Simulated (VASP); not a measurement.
# SnO (Cm) in VASP: single point with PBEsol+D3(BJ)

Aim: the single point of SnO with PBEsol+D3(BJ).

Program: VASP 6.6.1. These are calculated values, not measurements. Logs are shortened: lines on timing, memory, paths and dates and some standing lists are left out, and cuts for length are marked.

## Step 1: The cell of the first run

Symmetry: Cm, No. 8, monoclinic system. The conventional cell has a = 5.332 Å, b = 5.332 Å, c = 4.563 Å, α = 90.00°, β = 90.00°, γ = 90.00°. Sn (site symmetry m) has 4 O at 2.20 to 2.27 Å within 2.9 Å. Sn (site symmetry m) has 4 O at 2.15 to 2.23 Å within 2.8 Å. Within 2.8 Å of O (site symmetry 1) lie 4 Sn at 2.15 to 2.27 Å and 4 O at 2.67 Å.

## Step 2: Single point, PBEsol+D3(BJ) (all Sn atoms moved +0.075 Å, as atom 1 along Cartesian [1 1 1])

File INCAR:

```
SYSTEM = SnO
  ALGO = Normal
  EDIFF = 1E-6
  ENCUT = 600
  GGA = PS
  GGA_COMPAT = .FALSE.
  ISIF = 2
  ISMEAR = 0
  IVDW = 12
  LASPH = .TRUE.
  LCHARG = .FALSE.
  LREAL = .FALSE.
  LWAVE = .FALSE.
  NBANDS = 28
  NELM = 120
  PREC = Accurate
  SIGMA = 0.15
```

File KPOINTS:

```
k-points
0
G
  12 12 10
  0 0 0
```

File POSCAR:

```
SnO
1.0
    3.7703910616      0.0000000000      0.0000000000
    0.0000000000      3.7703910616      0.0000000000
    0.0000000000      0.0000000000      4.5633702865
Sn O
2 2
Direct
    0.0114845568      0.5114845568      0.2627474688
    0.5114845568      0.0114845568      0.7562302900
    0.0000000000      0.0000000000      0.0000000000
    0.5000000000      0.5000000000      0.0000000000
```

Potentials or basis: VASP PAW PBE potentials, release 64 (Sn_d, O).

On the command line:

```console
> cat potpaw_PBE.64/Sn_d/POTCAR potpaw_PBE.64/O/POTCAR > POTCAR
> mpirun -np 1 vasp_std > vasp.out
```

OUTCAR:

```text
SYSTEM = SnO
   EDIFF = 1E-6
   ENCUT = 600
   GGA = PS
   ISIF = 2
   ISMEAR = 0
   IVDW = 12
   LASPH = .TRUE.
   LREAL = .FALSE.
   NELM = 120
   PREC = Accurate
 IVDW          = 12

 ion  position               nearest neighbor table
   1  0.011  0.511  0.263-   3 2.20   4 2.20   3 2.27   4 2.27   2 3.49   2 3.49   2 3.49   2 3.49
                             2 3.53   2 3.53   2 3.53   2 3.53
   2  0.511  0.011  0.756-   3 2.15   4 2.15   4 2.23   3 2.23   1 3.49   1 3.49   1 3.49   1 3.49
                             1 3.53   1 3.53   1 3.53   1 3.53
   3  0.000  0.000  0.000-   2 2.15   1 2.20   2 2.23   1 2.27
   4  0.500  0.500  0.000-   2 2.15   1 2.20   2 2.23   1 2.27

  LATTYP: Found a simple tetragonal cell.
 ALAT       =     3.7703910616
 C/A-ratio  =     1.2103175007

  Lattice vectors:

 A1 = (   3.7703910616,   0.0000000000,   0.0000000000)
 A2 = (   0.0000000000,   3.7703910616,   0.0000000000)
 A3 = (   0.0000000000,   0.0000000000,   4.5633702865)

Analysis of symmetry for initial positions (statically):
=====================================================================
 Subroutine PRICEL returns:
 Original cell was already a primitive cell.

 Routine SETGRP: Setting up the symmetry group for a
 simple tetragonal supercell.

 Subroutine GETGRP returns: Found  2 space group operations
 (whereof  1 operations were pure point group operations)
 out of a pool of 16 trial point group operations.

The static configuration has the point symmetry C_1 .
 The point group associated with its full space group is C_1h.

Analysis of symmetry for dynamics (positions and initial velocities):
=====================================================================
 Subroutine PRICEL returns:
 Original cell was already a primitive cell.

 Routine SETGRP: Setting up the symmetry group for a
 simple tetragonal supercell.

 Subroutine GETGRP returns: Found  2 space group operations
 (whereof  1 operations were pure point group operations)
 out of a pool of 16 trial point group operations.

The dynamic configuration has the point symmetry C_1 .
 The point group associated with its full space group is C_1h.

 Subroutine INISYM returns: Found  2 space group operations
 (whereof  1 operations are pure point group operations),
 and found     1 'primitive' translations

----------------------------------------------------------------------------------------

                                     Primitive cell

  volume of cell :      64.8722

  direct lattice vectors                    reciprocal lattice vectors
     3.770391062  0.000000000  0.000000000     0.265224478  0.000000000  0.000000000
     0.000000000  3.770391062  0.000000000     0.000000000  0.265224478  0.000000000
     0.000000000  0.000000000  4.563370286     0.000000000  0.000000000  0.219136282

  length of vectors
     3.770391062  3.770391062  4.563370286     0.265224478  0.265224478  0.219136282

  position of ions in fractional coordinates (direct lattice)
     0.011484557  0.511484557  0.262747469
     0.511484557  0.011484557  0.756230290
     0.000000000  0.000000000  0.000000000
     0.500000000  0.500000000  0.000000000

  ion indices of the primitive-cell ions
   primitive index   ion index
                 1           1
                 2           2
                 3           3
                 4           4

----------------------------------------------------------------------------------------

 KPOINTS: k-points

Automatic generation of k-mesh.
 Grid dimensions read from file:
 generate k-points for:   12   12   10

 Generating k-lattice:

  Cartesian coordinates                     Fractional coordinates (reciprocal lattice)
     0.022102040  0.000000000  0.000000000     0.083333333  0.000000000  0.000000000
     0.000000000  0.022102040  0.000000000     0.000000000  0.083333333  0.000000000
     0.000000000  0.000000000  0.021913628     0.000000000  0.000000000  0.100000000

  Length of vectors
     0.022102040  0.022102040  0.021913628

  Shift w.r.t. Gamma in fractional coordinates (k-lattice)
     0.000000000  0.000000000  0.000000000

 Subroutine IBZKPT returns following result:
 ===========================================

 Found    398 irreducible k-points:

 Following reciprocal coordinates:
            Coordinates               Weight
  0.000000  0.000000  0.000000      1.000000
  0.083333  0.000000  0.000000      4.000000
  0.166667  0.000000  0.000000      4.000000
  0.250000  0.000000  0.000000      4.000000
  0.333333  0.000000  0.000000      4.000000
  0.416667  0.000000  0.000000      4.000000
[... 16 lines left out ...]
  0.333333  0.166667  0.000000      4.000000
 -0.166667  0.333333  0.000000      4.000000
 [... further k-points ...]
   k-points           NKPTS =    398   k-points in BZ     NKDIM =    398   number of bands    NBANDS=     28
   number of dos      NEDOS =    301   number of ions     NIONS =      4
   total plane-waves  NPLWV =  32400
   dimension x,y,z NGX =    30 NGY =   30 NGZ =   36
   dimension x,y,z NGXF=    60 NGYF=   60 NGZF=   72
   ions per type =               2   2
   NGX,Y,Z   is equivalent  to a cutoff of  13.23, 13.23, 13.11 a.u.
   NGXF,Y,Z  is equivalent  to a cutoff of  26.46, 26.46, 26.23 a.u.
 SYSTEM =  SnO
   PREC   = accura    normal or accurate (medium, high low for compatibility)
   ISTART =      0    job   : 0-new  1-cont  2-samecut
   ICHARG =      2    charge: 1-file 2-atom 10-const
   ISPIN  =      1    spin polarized calculation?
   LNONCOLLINEAR =      F non collinear calculations
   LSORBIT =      F    spin-orbit coupling
   LASPH  =      T    aspherical Exc in radial PAW
   ENCUT  =  600.0 eV  44.10 Ry    6.64 a.u.   7.53  7.53  9.11*2*pi/ulx,y,z
   NELM   =    120;   NELMIN=  2; NELMDL= -5     # of ELM steps
   EDIFF  = 0.1E-05   stopping-criterion for ELM
   LREAL  =      F    real-space projection
   EDIFFG = 0.1E-04   stopping-criterion for IOM
   NSW    =      0    number of steps for IOM
   IBRION =     -1    ionic relax: 0-MD 1-quasi-New 2-CG
   NFREE  =      0    steps in history (QN), initial steepest desc. (CG)
   ISIF   =      2    stress and relaxation
   ISYM   =      2    0-nonsym 1-usesym 2-fastsym
   POTIM  = 0.5000    time-step for ionic-motion
   TEBEG  =    0.0;   TEEND  =   0.0 temperature during run
   PSTRESS=    0.0 pullay stress
   NELECT =      40.0000    total number of electrons
   NUPDOWN=      -1.0000    fix difference up-down
   EMIN   =  10.00;   EMAX   =-10.00  energy-range for DOS
   EFERMI =   0.00;   METHOD = LEGACY
   ISMEAR =     0;   SIGMA  =   0.15  broadening in eV -4-tet -1-fermi 0-gaus
   EFERMI_NEDOS =   21; number of points for ismear=-14 and -15
   IALGO  =     38    algorithm
   IMIX   =      4    mixing-type and parameters
     AMIX     =   0.40;   BMIX     =  1.00
     AMIX_MAG =   1.60;   BMIX_MAG =  1.00
  volume/ion in A,a.u.               =      16.22       109.44
  Fermi-wavevector in a.u.,A,eV,Ry     =   1.393398  2.633141 26.416518  1.941559
  Thomas-Fermi vector in A             =   2.517048
   LORBIT       =      0    0 simple, 1 ext, 2 COOP (PROOUT), +10 PAW based schemes
   GGA     = PS    functional components
   LHFCALC =     F    Hartree Fock is set to
   AEXX    =    0.0000 exact exchange contribution
   IVDW    =    12    specifies the selected vdW correction
   LEPSILON=     F    determine dielectric tensor
   LRPA    =     F    only Hartree local field effects (RPA)
 non-spin polarized calculation
 Gauss-broadening in eV      SIGMA  =   0.15
  energy-cutoff  :      600.00
  volume of cell :       64.87
 maximum number of plane-waves:      2198
   NGX = 15   NGY = 15   NGZ = 19

 number of electron      40.0000004 magnetization

 Free energy of the ion-electron system (eV)
  ---------------------------------------------------
  ext. energy  EPLUGINS =         0.00000000
  ---------------------------------------------------
  free energy    TOTEN  =       -24.16286632 eV

  energy without entropy =      -24.15823523  energy(sigma->0) =      -24.16055078

 E-fermi :   7.9674     XC(G=0): -10.9332

 val. band max:        7.9575859073   @ k =   0.5000   0.4167   0.0000
 cond. band min:       7.9793990662   @ k =   0.0000   0.0000   0.0000
 fundamental gap:      0.0218131589
 Fermi energy:         7.9674477193

 k-point     1 :       0.0000    0.0000    0.0000
  band No.  band energies     occupation
      1     -14.1073      2.00000
      2     -13.6374      2.00000
      3     -13.6361      2.00000
      4     -13.6074      2.00000
      5     -13.5840      2.00000
      6     -13.5795      2.00000
[... 20 lines left out ...]
     27      14.4953      0.00000
     28      14.7269      0.00000

 k-point     2 :       0.0833    0.0000    0.0000
  band No.  band energies     occupation
      1     -14.1029      2.00000
      2     -13.6369      2.00000
      3     -13.6338      2.00000
      4     -13.6058      2.00000
      5     -13.5850      2.00000
      6     -13.5767      2.00000
[... 20 lines left out ...]
     27      14.5823      0.00000
     28      15.3650      0.00000

 k-point     3 :       0.1667    0.0000    0.0000
  band No.  band energies     occupation
      1     -14.0905      2.00000
      2     -13.6512      2.00000
      3     -13.6262      2.00000
      4     -13.6195      2.00000
      5     -13.5887      2.00000
      6     -13.5752      2.00000
[... 20 lines left out ...]
     27      14.7008      0.00000
     28      16.7064      0.00000

 k-point     4 :       0.2500    0.0000    0.0000
  band No.  band energies     occupation
      1     -14.0710      2.00000
      2     -13.7348      2.00000
      3     -13.6200      2.00000
      4     -13.6144      2.00000
      5     -13.5860      2.00000
      6     -13.5754      2.00000
[... 20 lines left out ...]
     27      14.9076      0.00000
     28      18.1451      0.00000

 k-point     5 :       0.3333    0.0000    0.0000
  band No.  band energies     occupation
      1     -14.0449      2.00000
      2     -13.8245      2.00000
      3     -13.6112      2.00000
      4     -13.6011      2.00000
      5     -13.5842      2.00000
      6     -13.5727      2.00000
[... 20 lines left out ...]
     27      15.1935      0.00000
     28      17.7927      0.00000

 k-point     6 :       0.4167    0.0000    0.0000
  band No.  band energies     occupation
      1     -14.0104      2.00000
      2     -13.9012      2.00000
      3     -13.6010      2.00000
      4     -13.5922      2.00000
      5     -13.5799      2.00000
      6     -13.5732      2.00000
[... 463 lines left out ...]
      5     -13.5794      2.00000
      6     -13.5757      2.00000
[... 20 lines left out ...]
     27      16.4427      0.00000
     28      16.5379      0.00000

 k-point    22 :      -0.1667    0.2500    0.0000
  band No.  band energies     occupation
      1     -14.0653      2.00000
      2     -13.7996      2.00000
      3     -13.6374      2.00000
      4     -13.5917      2.00000
      5     -13.5828      2.00000
      6     -13.5697      2.00000
[... 20 lines left out ...]
     27      16.4445      0.00000
     28      16.5263      0.00000

 k-point    23 :       0.3333    0.1667    0.0000
  band No.  band energies     occupation
      1     -14.0502      2.00000
      2     -13.8728      2.00000
      3     -13.6254      2.00000
      4     -13.5929      2.00000
      5     -13.5730      2.00000
      6     -13.5643      2.00000
[... 20 lines left out ...]
     27      16.0758      0.00000
     28      16.6117      0.00000

 k-point    24 :      -0.1667    0.3333    0.0000
  band No.  band energies     occupation
      1     -14.0475      2.00000
      2     -13.8751      2.00000
      3     -13.6266      2.00000
      4     -13.5929      2.00000
      5     -13.5751      2.00000
      6     -13.5598      2.00000
[... 20 lines left out ...]
     27      16.0855      0.00000
     28      16.5932      0.00000

 [... further k-points ...]

------------------------ aborting loop because EDIFF is reached ----------------------------------------

 Edisp (eV)   -0.93355

 E8    (eV) :    -0.6178

  FORCE on cell =-STRESS in cart. coord.  units (eV):
  Direction    XX          YY          ZZ          XY          YZ          ZX
  --------------------------------------------------------------------------------------
  -------------------------------------------------------------------------------------
  Total       0.19551     0.19551     0.14528    -0.01781     0.05354     0.05354
  in kB       4.82871     4.82871     3.58811    -0.43993     1.32233     1.32232
  external pressure =        4.42 kB  Pullay stress =        0.00 kB

 VOLUME and BASIS-vectors are now :
 -----------------------------------------------------------------------------
  energy-cutoff  :      600.00
  volume of cell :       64.87
      direct lattice vectors                 reciprocal lattice vectors
     3.770391062  0.000000000  0.000000000     0.265224478  0.000000000  0.000000000
     0.000000000  3.770391062  0.000000000     0.000000000  0.265224478  0.000000000
     0.000000000  0.000000000  4.563370286     0.000000000  0.000000000  0.219136282

 POSITION                                       TOTAL-FORCE (eV/Angst)
 -----------------------------------------------------------------------------------
      0.04330      1.92850      1.19901        -0.148292     -0.148292     -0.163148
      1.92850      0.04330      3.45096        -0.218848     -0.218848     -0.436005
      0.00000      0.00000      0.00000         0.224195      0.142944      0.299577
      1.88520      1.88520      0.00000         0.142944      0.224195      0.299577
 -----------------------------------------------------------------------------------
    total drift:                                0.000803      0.000803     -0.000053

  FREE ENERGIE OF THE ION-ELECTRON SYSTEM (eV)
  ---------------------------------------------------
  free  energy   TOTEN  =       -25.0964136198 eV

  energy  without entropy=      -25.0917825367  energy(sigma->0) =      -25.09409808
```

Wall time 4.9 min (1 thread of Intel Xeon 6975P-C (Granite Rapids), shared host); peak memory 0.76 GiB.

Results:

```
Free energy                : -25.0964 eV
Pressure                   : 0.4 GPa
Largest force              : 0.535 eV/Å
Band gap on the k mesh     : zero (bands 20 and 21 overlap by 0.47 eV)
Dispersion energy per atom : -0.233 eV
```

Forces on the atoms (eV/Å):
```
Sn  -0.148 -0.148 -0.163
Sn  -0.219 -0.219 -0.436
O    0.224  0.143  0.300
O    0.143  0.224  0.300
```

Levels at points of the mesh, in eV from the Fermi level:
```
           k point  band 16  band 17  band 18  band 19  band 20  band 21  band 22  band 23  band 24  band 25
(0.00, 0.00, 0.00)    -6.53    -3.67    -3.28    -3.27     0.01     2.40     4.25     4.31     5.14     6.10
(0.50, 0.00, 0.00)    -5.25    -5.06    -4.93    -3.05    -2.98     3.47     3.51     5.64     5.93     6.39
(0.50, 0.50, 0.00)    -5.30    -2.66    -2.56    -2.07    -1.86    -0.44    -0.44     4.30     4.59     7.97
(0.00, 0.00, 0.50)    -3.78    -3.30    -3.29    -2.62    -2.29     1.65     2.43     2.46     3.42     7.89
(0.50, 0.00, 0.50)    -5.75    -5.07    -4.89    -1.92    -1.73     2.83     2.92     4.97     5.26     6.92
(0.50, 0.50, 0.50)    -6.01    -3.20    -2.96    -2.66    -2.56     2.11     2.13     4.58     4.58     5.70
```

Caveat: the cell differs from its parent crystal (all Sn atoms moved +0.075 Å, as atom 1 along Cartesian [1 1 1]); semilocal functionals underestimate gaps, so a narrow gap can read as zero; the PAW data sets were made with another functional, which shifts forces and pressure a little; spin-orbit coupling is left out, which moves the levels of the heavy elements.
